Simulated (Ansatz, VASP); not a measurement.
**BN: VASP beside Ansatz**

```xyz
2
Lattice="0.0000 3.2929 2.1633 1.2510 0.0000 2.1633 1.2510 3.2929 0.0000" Properties=species:S:1:pos:R:3 pbc="T T T"
B     1.2510    3.2929    0.0005
N     1.2510    3.2929    2.8840
```

Alike in both runs: task single point; functional r2SCAN; k mesh 12 × 12 × 12; no spin polarisation.

|  | VASP | Ansatz |
| --- | --- | --- |
| version | VASP 6.6.1 | Ansatz 0.2.0 |
| potentials or method | VASP PAW PBE potentials, release 64 (B, N) | plane waves, PAW |
| plane-wave cutoff (eV) | 520 | 500 |
| occupations | gaussian, width 0.01 eV | fixed |
| valence electrons in the cell | 8 | 8 |

|  | VASP | Ansatz | Ansatz less VASP |
| --- | --- | --- | --- |
| gap on the k mesh at the Fermi level (eV) | 4.08 | 4.06 | -0.025 |
| pressure (GPa) | 1.1 | 0.7 | -0.41 |
| traceless stress, the component that is largest in VASP (GPa) | 0.24 | 0.91 | +0.669 |

VASP's potentials were made for PBE, not for r2SCAN.
